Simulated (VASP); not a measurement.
# Ta in VASP: a series of runs, part 2 of 2

VASP 6.6.1. Earlier steps stand in the parts before.

## (4) Single point, rSCAN (cell strained by -1.0% along z)

Contents of INCAR:

```
SYSTEM = Ta
METAGGA  = RSCAN          ! meta-GGA
ISMEAR   = 0              ! smearing method
SIGMA    = 0.04           ! smearing width, eV
LWAVE    = .False.        ! write WAVECAR
LCHARG   = .False.        ! write CHGCAR
ISIF     = 2              ! what is computed and relaxed
PREC     = Accurate       ! precision mode
LASPH    = .True.         ! aspherical terms in the spheres
LREAL    = .False.        ! projectors in reciprocal space
ALGO     = Normal         ! electronic algorithm
EDIFF    = 1E-7           ! SCF threshold, eV
NELM     = 120            ! most SCF steps
GGA_COMPAT= .False.      
ENCUT    = 590            ! plane-wave cutoff, eV
LMIXTAU  = .True.       
NBANDS   = 24             ! bands
```

Contents of KPOINTS:

```
Automatic mesh
0
Gamma
  22 22 22
  0 0 0
```

Contents of POSCAR:

```
Ta
1.0
   -1.6512800000      1.6512800000      1.6347672000
    1.6512800000     -1.6512800000      1.6347672000
    1.6512800000      1.6512800000     -1.6347672000
Ta
1
Direct
    0.0000000000      0.0000000000      0.0000000000
```

Potentials or basis: VASP PAW PBE potentials, release 64 (Ta_pv).

Run with:

```sh
$ cat potpaw_PBE.64/Ta_pv/POTCAR > POTCAR
$ mpirun -np 1 vasp_std > vasp.out
```

OUTCAR:

```text
SYSTEM = Ta
   METAGGA = RSCAN
   ISMEAR = 0
   ISIF = 2
   PREC = Accurate
   LASPH = .True.
   LREAL = .False.
   EDIFF = 1E-7
   NELM = 120
   ENCUT = 590

 ion  position               nearest neighbor table
   1  0.000  0.000  0.000-

  LATTYP: Found a body centered tetragonal cell.
 ALAT       =     3.3025600000
 C/A-ratio  =     0.9900000000

  Lattice vectors:

 A1 = (  -1.6512800000,   1.6512800000,   1.6347672000)
 A2 = (   1.6512800000,  -1.6512800000,   1.6347672000)
 A3 = (   1.6512800000,   1.6512800000,  -1.6347672000)

Analysis of symmetry for initial positions (statically):
=====================================================================
 Subroutine PRICEL returns:
 Original cell was already a primitive cell.

 Routine SETGRP: Setting up the symmetry group for a
 body centered tetragonal supercell.

 Subroutine GETGRP returns: Found 16 space group operations
 (whereof 16 operations were pure point group operations)
 out of a pool of 16 trial point group operations.

The static configuration has the point symmetry D_4h.

[... 160 lines left out ...]
  free energy    TOTEN  =       -84.46243166 eV

  energy without entropy =      -84.46134723  energy(sigma->0) =      -84.46188945

 E-fermi :   5.3733     XC(G=0): -13.8036

 val. band max:        5.3731684956   @ k =  -0.2273   0.1364  -0.0000
 cond. band min:       5.3741499373   @ k =   0.3636   0.3636   0.1364
 fundamental gap:      0.0009814417
 Fermi energy:         5.3733198075

 k-point     1 :       0.0000    0.0000    0.0000
  band No.  band energies     occupation
      1     -28.7997      2.00000
      2     -28.7997      2.00000
      3     -28.7987      2.00000
      4      -2.9395      2.00000
      5       6.1128      0.00000
      6       6.2527      0.00000
[... 457 lines left out ...]
      4       0.8563      2.00000
      5       3.8323      2.00000
      6       6.3565      0.00000
[... 9 lines left out ...]
     16      33.0848      0.00000
     17      34.4687      0.00000

 [... further k-points ...]

 [bands above 17 left out]

------------------------ aborting loop because EDIFF is reached ----------------------------------------

  FORCE on cell =-STRESS in cart. coord.  units (eV):
  Direction    XX          YY          ZZ          XY          YZ          ZX
  --------------------------------------------------------------------------------------
  -------------------------------------------------------------------------------------
  Total        0.2948824      0.2948824      0.3623426      0.0000000     -0.0000000     -0.0000000
  in kB       26.4973295     26.4973295     32.5591160      0.0000000     -0.0000000     -0.0000000
  external PRESSURE =      28.5179250 kB  Pullay stress =       0.0000000 kB

 VOLUME and BASIS-vectors are now :
 -----------------------------------------------------------------------------
  energy-cutoff  :      590.00
  volume of cell :       17.83
      direct lattice vectors                 reciprocal lattice vectors
    -1.651280000  1.651280000  1.634767200     0.000000000  0.302795407  0.305853947
     1.651280000 -1.651280000  1.634767200     0.302795407  0.000000000  0.305853947
     1.651280000  1.651280000 -1.634767200     0.302795407  0.302795407  0.000000000

 POSITION                                       TOTAL-FORCE (eV/Angst)
 -----------------------------------------------------------------------------------
      0.00000      0.00000      0.00000        -0.000000      0.000000      0.000000
 -----------------------------------------------------------------------------------
    total drift:                                0.000000     -0.000000      0.000000

  FREE ENERGIE OF THE ION-ELECTRON SYSTEM (eV)
  ---------------------------------------------------
  free  energy   TOTEN  =       -84.4624316623 eV

  energy  without entropy=      -84.4613472295  energy(sigma->0) =      -84.46188945
```

OSZICAR:

```text
N       E                     dE             d eps       ncg     rms          rms(c)
DAV:   1     0.225525948710E+02    0.22553E+02   -0.51929E+03 40184   0.497E+02
DAV:   2    -0.849671941919E+02   -0.10752E+03   -0.10187E+03 47792   0.193E+02
DAV:   3    -0.879310593931E+02   -0.29639E+01   -0.29520E+01 47112   0.284E+01
[... 12 lines left out ...]
DAV:  16    -0.844624320830E+02    0.37404E-06   -0.55151E-07 46680   0.701E-03    0.255E-03
DAV:  17    -0.844624312135E+02    0.86950E-06   -0.21297E-07 40784   0.329E-03    0.591E-04
DAV:  18    -0.844624321249E+02   -0.91133E-06   -0.14310E-08 23392   0.813E-04    0.358E-04
DAV:  19    -0.844624314590E+02    0.66587E-06   -0.63380E-09 20784   0.681E-04    0.277E-04
DAV:  20    -0.844624317469E+02   -0.28795E-06   -0.68308E-10 20448   0.198E-04    0.889E-05
DAV:  21    -0.844624316623E+02    0.84612E-07   -0.99230E-11 20352   0.785E-05
   1 F= -.84462432E+02 E0= -.84461889E+02  d E =-.108443E-02
```

It took 33 min on 1 thread of AMD EPYC 7R13 (Zen 3), shared host; peak memory 0.39 GiB.

What came out:

* Free energy: -84.4624 eV
* Pressure: 2.9 GPa

Levels at points of the mesh, in eV from the Fermi level:
```
           k point  band 3  band 4  band 5  band 6  band 7  band 8  band 9  band 10
(0.00, 0.00, 0.00)  -34.17   -8.31    0.74    0.88    0.88    4.25    4.44    12.08
(0.50, 0.00, 0.00)  -34.18   -4.58   -1.64    1.58    4.28    5.33    8.17    12.05
(0.50, 0.50, 0.00)  -34.18   -4.59   -1.50    1.50    4.10    5.24    8.14    12.05
```

Caveat: the cell differs from its parent crystal (cell strained by -1.0% along z); the PAW data sets were made with another functional, which shifts forces and pressure a little; spin-orbit coupling is left out, which moves the levels of the heavy elements.

## (5) Single point, BLYP+D4, non-collinear spin, zero start, spin-orbit coupling

This run uses another cell than the first one, of 18.01 Å³/atom.

Contents of INCAR:

```
PREC = Accurate
ENCUT = 520
EDIFF = 1E-6
ISMEAR = 1
SIGMA = 0.1
LREAL = F
LASPH = T
NELM = 150
ALGO = Normal
ISIF = 2
LWAVE = F
LCHARG = F
LNONCOLLINEAR = T
MAGMOM = 0 0 0
LORBIT = 11
LSORBIT = T
GGA_COMPAT = F
LORBMOM = T
LMAXMIX = 4
GGA = B5
ALDAX = 1.0
AGGAX = 1.0
AGGAC = 1.0
ALDAC = 0.0
IVDW = 13
VDW_S6 = 1.0
VDW_S8 = 2.34076671
VDW_A1 = 0.44488865
VDW_A2 = 4.0933009
NBANDS = 22
ISYM = -1
```

Contents of KPOINTS:

```
Automatic mesh
0
Gamma
  9 9 9
```

Contents of POSCAR:

```
Ta
1.0
   -1.6230630000      1.6128460000      1.6479480000
    1.6219350000     -1.6778360000      1.7118100000
    1.6302620000      1.6850360000     -1.7129370000
Ta
1
Direct
    0.0000000000      0.0000000000      0.0000000000
```

Run with:

```sh
$ cat potpaw_PBE.64/Ta_pv/POTCAR > POTCAR
$ mpirun -np 1 vasp_ncl > vasp.out
```

Wall time 14 min (1 thread of Oxide Virtual Turin-like, shared host); peak memory 0.47 GiB.

Results (log left out):

```
Free energy                                           : -11.5586 eV
Pressure                                              : 4.8 GPa
Net moment                                            : 0.00 μB per cell
Valence electrons inside the program's atomic spheres : Ta 9.00
Dispersion energy per atom                            : -0.584 eV
```

Stress tensor (GPa, compression positive):
```
 6.15 -0.16  0.07
-0.16  5.37  1.19
 0.07  1.19  2.74
```

Moments on the atoms (μB; x, y, z):
```
Ta  0.00 0.00 0.00
```

Caveat: the cell stands under pressure; the PAW data sets were made with another functional, which shifts forces and pressure a little.

## (6) Summary

```tsv
level	potentials or basis	spin	cell	k mesh	cutoff (eV)	smearing	tolerance level	purpose	dipole correction	grid for exact exchange (PRECFOCK)	share of exact exchange	gap on the mesh (eV)	pressure (GPa)	moment (μB)
PBE	VASP PAW PBE potentials, release 64 (Ta_pv)	non-collinear, zero start, SOC	a = 2.851 Å, angles 109.2, 109.2, 110.0°, 1 atom	22 × 22 × 22	550	methfessel-paxton of order 2 0.05 eV	standard	all	-	-	-	-	5.0	0.00
PBE0	VASP PAW PBE potentials, release 64 (Ta_sv_GW)	off	a = 2.860 Å, angles 109.5°, 1 atom	8 × 8 × 8	400	fermi-dirac 0.15 eV	-	-	no	Normal	0.25	none	-5.5	-
rSCAN	VASP PAW PBE potentials, release 64 (Ta_pv)	off	a = 2.851 Å, angles 109.2, 109.2, 110.0°, 1 atom	22 × 22 × 22	590	gaussian 0.04 eV	standard	energy	-	-	-	none	2.9	-
BLYP+D4	VASP PAW PBE potentials, release 64 (Ta_pv)	non-collinear, zero start, SOC	a = 2.820, b = 2.894, c = 2.904 Å, angles 111.8, 109.6, 108.0°, 1 atom	9 × 9 × 9	520	methfessel-paxton 0.1 eV	-	-	no	-	-	-	4.8	0.00
```

Alike in all rows: task single point.

Caveats: the PAW data sets were made with another functional, which shifts forces and pressure a little (at least some runs); the cell stands under pressure (at least some runs); spin-orbit coupling is left out, which moves the levels of the heavy elements (at least some runs); the cell stands under tension (at least some runs).

Absolute energies hang on the potentials; compare differences alone.

The gap in the log of VASP goes by the Fermi energy; the results here count the filled bands.